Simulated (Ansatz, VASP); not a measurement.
## SrO: VASP beside Ansatz

INCAR

```
PREC = Accurate
ENCUT = 520
EDIFF = 1E-8
ISMEAR = -1
SIGMA = 0.02
LREAL = F
LASPH = T
NELM = 80
ALGO = Normal
ISIF = 2
LWAVE = F
LCHARG = F
GGA = PE
LEFG = T
NBANDS = 15
```

File KPOINTS:

```
regular mesh
0
Gamma
  8 8 8
```

File POSCAR:

```
SrO
1.0
    0.0000000000      2.5698000000      2.4927060000
    2.5698000000      0.0000000000      2.4927060000
    2.5698000000      2.5698000000      0.0000000000
Sr O
1 1
Direct
    0.0000000000      0.0000000000      0.0000000000
    0.5000000000      0.5000000000      0.5000000000
```

Input for Ansatz:

```yaml
crystal:
  lattice:
    - [0.0, 2.5698, 2.492706]
    - [2.5698, 0.0, 2.492706]
    - [2.5698, 2.5698, 0.0]
  atoms:
    - { symbol: Sr, position: [0.0, 0.0, 0.0] }
    - { symbol: O, position: [0.5, 0.5, 0.5] }
kpoints:
  mp_grid: { grid: [8, 8, 8] }
scf:
  occupations: { method: fermi_dirac, width: 0.02 }
hamiltonian:
  xc: pbe
  pseudopotentials: { kind: paw }
output:
  forces: true
  stress: true
  eigenvalues: true
  efg: { contact_densities: true }
```

Change from the starting cell: zz strain of -3 %, PAW files.

Alike in both runs: task electric field gradients; functional PBE; k mesh 8 × 8 × 8; occupations fermi-dirac, width 0.02 eV; no spin polarisation.

|  | VASP | Ansatz |
| --- | --- | --- |
| version | VASP 6.6.1 | Ansatz 0.2.0 |
| potentials or method | VASP PAW PBE potentials, release 64 (Sr_sv, O) | PAW with Ansatz's default frozen-core files, scalar-relativistic |
| plane-wave cutoff (eV) | 520 | 420 |
| valence electrons in the cell | 16 | 16 |

Ansatz gave:

| Item | Value |
| --- | --- |
| gap on the k mesh at the Fermi level (eV) | 3.14 |
| pressure (GPa) | 6.3 |
| traceless stress, the component that is largest in VASP (GPa) | 3.44 |
| size of Vzz on the site where it differs most (V/Å²) | 10.7 |

**Question.** What did VASP give for the same quantities?

**Answer.** gap on the k mesh at the Fermi level (eV): 3.08; pressure (GPa): 7.0; traceless stress, the component that is largest in VASP (GPa): 3.63; size of Vzz on the site where it differs most (V/Å²): 11.1.
